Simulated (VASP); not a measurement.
# Ru (Fm-3m) in VASP: notebook, part 2 of 2

VASP 6.6.1. Earlier steps stand in the parts before.

## (4) Single point, PBEsol (strained)

Input file INCAR:

```
SYSTEM = Ru
  PREC = Accurate
  ENCUT = 520
  EDIFF = 1E-7
  ISMEAR = 0
  SIGMA = 0.1
  LREAL = .False.
  LASPH = .True.
  NELM = 100
  ALGO = Fast
  ISIF = 2
  LWAVE = .False.
  LCHARG = .False.
  GGA = PS
  NBANDS = 13
```

Input file KPOINTS:

```
Automatic mesh
0
Gamma
  18 18 18
  0 0 0
```

Input file POSCAR:

```
Ru
1.0
    0.0000000000      1.9384396000      1.9384396000
    1.9384396000      0.0000000000      1.9384396000
    1.9384396000      1.9384396000      0.0000000000
Ru
1
Direct
    0.0000000000      0.0000000000      0.0000000000
```

Potentials or basis: VASP PAW PBE potentials, release 64 (Ru_pv).

Command:

```console
> cat potpaw_PBE.64/Ru_pv/POTCAR > POTCAR
> mpirun -np 1 vasp_std > vasp.out
```

OUTCAR:

```text
SYSTEM = Ru
   PREC = Accurate
   ENCUT = 520
   EDIFF = 1E-7
   ISMEAR = 0
   LREAL = .False.
   LASPH = .True.
   NELM = 100
   ISIF = 2
   GGA = PS

 ion  position               nearest neighbor table
   1  0.000  0.000  0.000-

  LATTYP: Found a face centered cubic cell.
 ALAT       =     3.8768792000

  Lattice vectors:

 A1 = (   0.0000000000,   1.9384396000,   1.9384396000)
 A2 = (   1.9384396000,   0.0000000000,   1.9384396000)
 A3 = (   1.9384396000,   1.9384396000,   0.0000000000)

Analysis of symmetry for initial positions (statically):
=====================================================================
 Subroutine PRICEL returns:
 Original cell was already a primitive cell.

 Routine SETGRP: Setting up the symmetry group for a
 face centered cubic supercell.

 Subroutine GETGRP returns: Found 48 space group operations
 (whereof 48 operations were pure point group operations)
 out of a pool of 48 trial point group operations.

The static configuration has the point symmetry O_h .

Analysis of symmetry for dynamics (positions and initial velocities):
=====================================================================
 Subroutine PRICEL returns:
 Original cell was already a primitive cell.

 Routine SETGRP: Setting up the symmetry group for a
 face centered cubic supercell.

 Subroutine GETGRP returns: Found 48 space group operations
 (whereof 48 operations were pure point group operations)
 out of a pool of 48 trial point group operations.

The dynamic configuration has the point symmetry O_h .

 Subroutine INISYM returns: Found 48 space group operations
 (whereof 48 operations are pure point group operations),
 and found     1 'primitive' translations

----------------------------------------------------------------------------------------

                                     Primitive cell

  volume of cell :      14.5676

  direct lattice vectors                    reciprocal lattice vectors
     0.000000000  1.938439600  1.938439600    -0.257939427  0.257939427  0.257939427
     1.938439600  0.000000000  1.938439600     0.257939427 -0.257939427  0.257939427
     1.938439600  1.938439600  0.000000000     0.257939427  0.257939427 -0.257939427

  length of vectors
     2.741367572  2.741367572  2.741367572     0.446764193  0.446764193  0.446764193

  position of ions in fractional coordinates (direct lattice)
     0.000000000  0.000000000  0.000000000

  ion indices of the primitive-cell ions
   primitive index   ion index
                 1           1

----------------------------------------------------------------------------------------

 KPOINTS: Automatic mesh

Automatic generation of k-mesh.
 Grid dimensions read from file:
 generate k-points for:   18   18   18

 Generating k-lattice:

  Cartesian coordinates                     Fractional coordinates (reciprocal lattice)
    -0.014329968  0.014329968  0.014329968     0.055555556  0.000000000  0.000000000
     0.014329968 -0.014329968  0.014329968     0.000000000  0.055555556  0.000000000
     0.014329968  0.014329968 -0.014329968     0.000000000  0.000000000  0.055555556

  Length of vectors
     0.024820233  0.024820233  0.024820233

  Shift w.r.t. Gamma in fractional coordinates (k-lattice)
     0.000000000  0.000000000  0.000000000

 Subroutine IBZKPT returns following result:
 ===========================================

 Found    195 irreducible k-points:

 Following reciprocal coordinates:
            Coordinates               Weight
  0.000000  0.000000  0.000000      1.000000
  0.055556  0.000000  0.000000      8.000000
  0.111111  0.000000  0.000000      8.000000
  0.166667  0.000000  0.000000      8.000000
  0.222222  0.000000  0.000000      8.000000
  0.277778  0.000000  0.000000      8.000000
[... 16 lines left out ...]
 -0.277778  0.055556  0.000000     24.000000
 -0.222222  0.055556  0.000000     24.000000
 [... further k-points ...]
   k-points           NKPTS =    195   k-points in BZ     NKDIM =    195   number of bands    NBANDS=     13
   number of dos      NEDOS =    301   number of ions     NIONS =      1
   total plane-waves  NPLWV =   8000
   dimension x,y,z NGX =    20 NGY =   20 NGZ =   20
   dimension x,y,z NGXF=    40 NGYF=   40 NGZF=   40
   ions per type =               1
   NGX,Y,Z   is equivalent  to a cutoff of  12.13, 12.13, 12.13 a.u.
   NGXF,Y,Z  is equivalent  to a cutoff of  24.26, 24.26, 24.26 a.u.
 SYSTEM =  Ru
   PREC   = accura    normal or accurate (medium, high low for compatibility)
   ISTART =      0    job   : 0-new  1-cont  2-samecut
   ICHARG =      2    charge: 1-file 2-atom 10-const
   ISPIN  =      1    spin polarized calculation?
   LNONCOLLINEAR =      F non collinear calculations
   LSORBIT =      F    spin-orbit coupling
   LASPH  =      T    aspherical Exc in radial PAW
   ENCUT  =  520.0 eV  38.22 Ry    6.18 a.u.   5.10  5.10  5.10*2*pi/ulx,y,z
   NELM   =    100;   NELMIN=  2; NELMDL= -5     # of ELM steps
   EDIFF  = 0.1E-06   stopping-criterion for ELM
   LREAL  =      F    real-space projection
   EDIFFG = 0.1E-05   stopping-criterion for IOM
   NSW    =      0    number of steps for IOM
   IBRION =     -1    ionic relax: 0-MD 1-quasi-New 2-CG
   NFREE  =      0    steps in history (QN), initial steepest desc. (CG)
   ISIF   =      2    stress and relaxation
   ISYM   =      2    0-nonsym 1-usesym 2-fastsym
   POTIM  = 0.5000    time-step for ionic-motion
   TEBEG  =    0.0;   TEEND  =   0.0 temperature during run
   PSTRESS=    0.0 pullay stress
   NELECT =      14.0000    total number of electrons
   NUPDOWN=      -1.0000    fix difference up-down
   EMIN   =  10.00;   EMAX   =-10.00  energy-range for DOS
   EFERMI =   0.00;   METHOD = LEGACY
   ISMEAR =     0;   SIGMA  =   0.10  broadening in eV -4-tet -1-fermi 0-gaus
   EFERMI_NEDOS =   21; number of points for ismear=-14 and -15
   IALGO  =     68    algorithm
   IMIX   =      4    mixing-type and parameters
     AMIX     =   0.40;   BMIX     =  1.00
     AMIX_MAG =   1.60;   BMIX_MAG =  1.00
  volume/ion in A,a.u.               =      14.57        98.31
  Fermi-wavevector in a.u.,A,eV,Ry     =   1.615556  3.052957 35.511476  2.610020
  Thomas-Fermi vector in A             =   2.710284
   LORBIT       =      0    0 simple, 1 ext, 2 COOP (PROOUT), +10 PAW based schemes
   GGA     = PS    functional components
   LHFCALC =     F    Hartree Fock is set to
   AEXX    =    0.0000 exact exchange contribution
   IVDW    =     0    specifies the selected vdW correction
   LEPSILON=     F    determine dielectric tensor
   LRPA    =     F    only Hartree local field effects (RPA)
 non-spin polarized calculation
 RMM-DIIS sequential band-by-band and
 Gauss-broadening in eV      SIGMA  =   0.10
  energy-cutoff  :      520.00
  volume of cell :       14.57
 maximum number of plane-waves:       403
   NGX = 11   NGY = 11   NGZ = 11

 number of electron      13.9999994 magnetization

 Free energy of the ion-electron system (eV)
  ---------------------------------------------------
  ext. energy  EPLUGINS =         0.00000000
  ---------------------------------------------------
  free energy    TOTEN  =        -9.96148914 eV

  energy without entropy =       -9.95571653  energy(sigma->0) =       -9.95860284

 E-fermi :  11.3420     XC(G=0): -13.8475

 val. band max:       11.3274534393   @ k =   0.3333   0.2778   0.0000
 cond. band min:      11.3484064965   @ k =   0.3889   0.3333   0.0000
 fundamental gap:      0.0209530571
 Fermi energy:        11.3420365370

 k-point     1 :       0.0000    0.0000    0.0000
  band No.  band energies     occupation
      1     -30.9874      2.00000
      2     -30.9874      2.00000
      3     -30.9874      2.00000
      4       3.8067      2.00000
      5       9.0450      2.00000
      6       9.0450      2.00000
      7       9.0450      2.00000
      8      11.2570      1.77074
      9      11.2570      1.77074
     10      21.8589      0.00000
     11      26.4270      0.00000
     12      31.7628      0.00000
     13      31.7628      0.00000
[... 353 lines left out ...]
 k-point    24 :      -0.2222    0.0556    0.0000
  band No.  band energies     occupation
      1     -31.3983      2.00000
      2     -31.0703      2.00000
      3     -31.0333      2.00000
      4       5.6518      2.00000
      5       8.5840      2.00000
      6       9.4318      2.00000
      7       9.5007      2.00000
      8      11.0313      1.99999
      9      11.7549      0.00000
     10      21.8583      0.00000
     11      26.4615      0.00000
     12      28.4497      0.00000
     13      33.6143      0.00000

 [... further k-points ...]

------------------------ aborting loop because EDIFF is reached ----------------------------------------

  FORCE on cell =-STRESS in cart. coord.  units (eV):
  Direction    XX          YY          ZZ          XY          YZ          ZX
  --------------------------------------------------------------------------------------
  -------------------------------------------------------------------------------------
  Total       -2.1624004     -2.1624004     -2.1624004     -0.0000000     -0.0000000      0.0000000
  in kB     -237.8263053   -237.8263053   -237.8263053     -0.0000000     -0.0000000      0.0000000
  external PRESSURE =    -237.8263053 kB  Pullay stress =       0.0000000 kB

 VOLUME and BASIS-vectors are now :
 -----------------------------------------------------------------------------
  energy-cutoff  :      520.00
  volume of cell :       14.57
      direct lattice vectors                 reciprocal lattice vectors
     0.000000000  1.938439600  1.938439600    -0.257939427  0.257939427  0.257939427
     1.938439600  0.000000000  1.938439600     0.257939427 -0.257939427  0.257939427
     1.938439600  1.938439600  0.000000000     0.257939427  0.257939427 -0.257939427

 POSITION                                       TOTAL-FORCE (eV/Angst)
 -----------------------------------------------------------------------------------
      0.00000      0.00000      0.00000         0.000000     -0.000000      0.000000
 -----------------------------------------------------------------------------------
    total drift:                                0.000000      0.000000      0.000000

  FREE ENERGIE OF THE ION-ELECTRON SYSTEM (eV)
  ---------------------------------------------------
  free  energy   TOTEN  =        -9.9614891392 eV

  energy  without entropy=       -9.9557165311  energy(sigma->0) =       -9.95860284
```

OSZICAR:

```text
N       E                     dE             d eps       ncg     rms          rms(c)
DAV:   1     0.106590401667E+03    0.10659E+03   -0.84468E+03  5088   0.114E+03
DAV:   2    -0.950533169462E+01   -0.11610E+03   -0.11126E+03  5550   0.323E+02
DAV:   3    -0.107949893558E+02   -0.12897E+01   -0.12843E+01  5760   0.376E+01
DAV:   4    -0.107987373345E+02   -0.37480E-02   -0.37479E-02  5505   0.219E+00
DAV:   5    -0.107987621079E+02   -0.24773E-04   -0.24775E-04  5825   0.163E-01    0.116E+01
RMM:   6    -0.100058616581E+02    0.79290E+00   -0.12948E+00  5162   0.110E+01    0.247E+00
RMM:   7    -0.996604490936E+01    0.39817E-01   -0.94603E-02  5212   0.304E+00    0.558E-01
RMM:   8    -0.996171199544E+01    0.43329E-02   -0.85563E-03  5594   0.109E+00    0.198E-01
RMM:   9    -0.996148544890E+01    0.22655E-03   -0.84009E-04  5894   0.329E-01    0.368E-02
RMM:  10    -0.996149127012E+01   -0.58212E-05   -0.71410E-05  5917   0.989E-02    0.974E-03
RMM:  11    -0.996148921757E+01    0.20525E-05   -0.14530E-05  6003   0.458E-02    0.183E-03
RMM:  12    -0.996148914469E+01    0.72887E-07   -0.22049E-06  5971   0.202E-02    0.136E-03
RMM:  13    -0.996148902387E+01    0.12082E-06   -0.50802E-07  5378   0.931E-03    0.404E-04
RMM:  14    -0.996148914005E+01   -0.11618E-06   -0.10824E-07  3292   0.460E-03    0.133E-04
RMM:  15    -0.996148913921E+01    0.83810E-09   -0.18385E-08  2618   0.169E-03
   1 F= -.99614891E+01 E0= -.99586028E+01  d E =-.577261E-02
```

Wall time 16 s (1 thread of Intel Xeon 6975P-C (Granite Rapids), shared host); peak memory 0.15 GiB.

What came out:

```yaml
Free_energy: -9.9615 eV
Pressure: -23.8 GPa
Band_gap_on_the_k_mesh: zero (bands 7 and 8 overlap by 3.08 eV)
```

Caveat: the cell differs from its parent crystal (strained); the cell stands under tension; the PAW data sets were made with another functional, which shifts forces and pressure a little.

## (5) The runs side by side

| cell | k mesh | gap on the mesh (eV) | pressure (GPa) |
| --- | --- | --- | --- |
| a = 2.752 Å, angles 60.0°, 1 atom | 16 × 16 × 16 | none | -26.3 |
| a = 2.664 Å, angles 60.0°, 1 atom | 18 × 18 × 18 | none | 0.3 |
| a = 2.741 Å, angles 60.0°, 1 atom | 18 × 18 × 18 | none | -23.8 |

Alike in all rows: task single point; level PBEsol; potentials or basis VASP PAW PBE potentials, release 64 (Ru_pv); no spin polarisation; cutoff (eV) 520; smearing gaussian 0.1 eV.

Caveats: the PAW data sets were made with another functional, which shifts forces and pressure a little; the cell stands under tension (at least some runs).

Absolute energies hang on the potentials; compare differences alone.

The gap in the log of VASP goes by the Fermi energy; the results here count the filled bands.